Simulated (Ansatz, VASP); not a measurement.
# One calculation of C, two programs

File INCAR:

```
ALGO = Normal
EDIFF = 1E-8
ENCUT = 520
GGA = CA
ISIF = 2
ISMEAR = -1
LASPH = True
LCHARG = False
LEFG = True
LREAL = False
LWAVE = False
NBANDS = 11
NELM = 60
PREC = Accurate
SIGMA = 0.03
```

KPOINTS

```
k-points
0
Gamma
  16 16 16
```

POSCAR

```
C
1.0
    0.0000000000      1.7893249605      1.7893249605
    1.7893249605      0.0000000000      1.7893249605
    1.7893249605      1.7893249605      0.0000000000
C
2
Direct
    0.5000000000      0.5000000000      0.5000000000
    0.7500000000      0.7500000000      0.7500000000
```

Input for Ansatz:

```yaml
crystal:
  lattice:
    - [0.0, 1.7893249605, 1.7893249605]
    - [1.7893249605, 0.0, 1.7893249605]
    - [1.7893249605, 1.7893249605, 0.0]
  atoms:
    - { symbol: C, position: [0.5, 0.5, 0.5] }
    - { symbol: C, position: [0.75, 0.75, 0.75] }
kpoints:
  mp_grid: { grid: [16, 16, 16] }
scf:
  occupations: { method: fermi_dirac, width: 0.03 }
hamiltonian:
  xc: lda
  pseudopotentials: { kind: all_electron, datasets: crystal }
output:
  forces: true
  stress: true
  eigenvalues: true
  efg: { contact_densities: true }
```

Change from the starting cell: volume scaled by 1.01, crystal datasets.

Alike in both runs: task electric field gradients; functional LDA; k mesh 16 × 16 × 16; occupations fermi-dirac, width 0.03 eV; no spin polarisation.

|  | VASP | Ansatz |
| --- | --- | --- |
| version | VASP 6.6.1 | Ansatz 0.2.0 |
| potentials or method | VASP PAW LDA potentials, release 64 (C), cutoff 520 eV | all-electron PAW with datasets made for the crystal, scalar-relativistic |

|  | VASP | Ansatz | Ansatz less VASP |
| --- | --- | --- | --- |
| gap on the k mesh at the Fermi level (eV) | 4.08 | 4.08 | +0.006 |
| pressure (GPa) | -15.8 | -17.1 | -1.31 |

LDA's correlation is that of Perdew and Zunger in VASP and of Perdew and Wang (1992) in Ansatz. Ansatz ran all-electron here, and VASP with PAW potentials.
